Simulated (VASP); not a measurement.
A run of VASP 6.6.1:

File INCAR:

```
SYSTEM = HgTe
  PREC = Accurate
  ENCUT = 520
  EDIFF = 1E-8
  ISMEAR = -1
  SIGMA = 0.15
  LREAL = .FALSE.
  LASPH = .TRUE.
  NELM = 100
  ALGO = Normal
  ISIF = 2
  LWAVE = .FALSE.
  LCHARG = .FALSE.
  GGA = PE
  IBRION = 8
  NSW = 1
```

The input KPOINTS:

```
Automatic mesh
0
G
  12 12 12
  0 0 0
```

The input POSCAR:

```
HgTe
1.0
    0.0000000000      3.1425945829      3.1425945829
    3.1425945829      0.0000000000      3.1425945829
    3.1425945829      3.1425945829      0.0000000000
Hg Te
1 1
Direct
    0.0000000000      0.0000000000      0.0000000000
    0.7500000000      0.7500000000      0.7500000000
```

Potentials or basis: VASP PAW PBE potentials, release 64 (Hg, Te).

The run is started by

```sh
$ cat potpaw_PBE.64/Hg/POTCAR potpaw_PBE.64/Te/POTCAR > POTCAR
$ mpirun -np 1 vasp_std > vasp.out
```

Hardware: 1 thread of Intel Xeon 8259CL (shared host).

Problem. Estimate the wall time of this run.

Solution. Wall time 18 min on 1 thread of Intel Xeon 8259CL, with other jobs on the host, peak memory 0.65 GiB. Counts: scf iterations 44, k points 72.
